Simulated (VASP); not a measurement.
A run of VASP 6.6.1:

File POSCAR:

```
PbS
1.0
    2.0134000000      1.1624370320      3.3128333333
   -2.0134000000      1.1624370320      3.3128333333
    0.0000000000     -2.3248740640      3.3128333333
Pb S
1 1
Direct
    0.9781509158      0.9781509158      0.9781509158
    0.4774504142      0.4774504142      0.4774504142
```

File INCAR.step1:

```
SYSTEM = PbS
PREC     = Accurate       ! precision mode
ENCUT    = 520            ! plane-wave cutoff, eV
ISMEAR   = 0              ! smearing method
SIGMA    = 0.05           ! smearing width, eV
LREAL    = .False.        ! projectors in reciprocal space
LASPH    = .True.         ! aspherical terms in the spheres
NELM     = 100            ! most SCF steps
NBANDS   = 17             ! bands
GGA      = PE             ! functional
ALGO     = Normal         ! electronic algorithm
EDIFF    = 1E-4           ! SCF threshold, eV
LWAVE    = .True.         ! write WAVECAR
LCHARG   = .False.        ! write CHGCAR
```

File INCAR.step2:

```
SYSTEM = PbS
PREC     = Accurate       ! precision mode
ENCUT    = 520            ! plane-wave cutoff, eV
EDIFF    = 1E-6           ! SCF threshold, eV
ISMEAR   = 0              ! smearing method
SIGMA    = 0.05           ! smearing width, eV
LREAL    = .False.        ! projectors in reciprocal space
LASPH    = .True.         ! aspherical terms in the spheres
NELM     = 100            ! most SCF steps
ALGO     = Normal         ! electronic algorithm
ISIF     = 2              ! what is computed and relaxed
LWAVE    = .False.        ! write WAVECAR
LCHARG   = .True.         ! write CHGCAR
METAGGA  = R2SCAN         ! meta-GGA
LMIXTAU  = .True.       
LELF     = .True.         ! ELF
LVHAR    = .True.       
NBANDS   = 17             ! bands
ISTART   = 1
```

Contents of KPOINTS:

```
Automatic mesh
0
Gamma
  9 9 9
  0 0 0
```

Potentials or basis: VASP PAW PBE potentials, release 64 (Pb_d, S).

Run with:

```sh
$ cat potpaw_PBE.64/Pb_d/POTCAR potpaw_PBE.64/S/POTCAR > POTCAR
$ cp INCAR.step1 INCAR
$ mpirun -np 1 vasp_std > vasp.out
$ cp INCAR.step2 INCAR
$ mpirun -np 1 vasp_std > vasp.out
```

Hardware: 1 thread of Intel(R) Xeon(R) 6975P-C (Granite Rapids), on a shared host.

Problem. How long does it take, and how much memory?

Solution. Wall time 2.2 min on 1 thread of Intel(R) Xeon(R) 6975P-C (Granite Rapids) (shared host), peak memory 0.21 GiB. Counts: k points 85.
